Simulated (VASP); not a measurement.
Crystal: ZnS.

```xyz
4
Lattice="3.8055 0.0000 0.0000 -1.9027 3.2956 0.0000 0.0000 0.0000 6.2440" Properties=species:S:1:pos:R:3 pbc="T T T"
Zn    0.0000    2.1971    0.0021
Zn    1.9027    1.0985    3.1241
S     0.0000    2.1971    2.3394
S     1.9027    1.0985    5.4614
```

Base run:

```yaml
Program: VASP 6.6.1
Functional: PBE
Potentials_or_basis: VASP PAW PBE potentials, release 64 (Zn, S)
Cutoff: 520 eV
k_mesh: 6 × 6 × 4
Occupations: gaussian, width 0.01 eV
Spin: no spin polarisation
```

Its results: band gap on the k mesh 2.22 eV, direct; pressure 2.4 GPa.

The run is repeated on the same cell with these changes: functional from PBE to r2SCAN. What comes out?

Band gap on the k mesh 2.79 eV, direct; pressure 0.1 GPa.

r2SCAN gives the wider gap, since meta-GGAs in the generalised Kohn-Sham scheme recover part of the derivative discontinuity.

Caveats: the PAW data sets were made with another functional, which shifts forces and pressure a little (some runs).

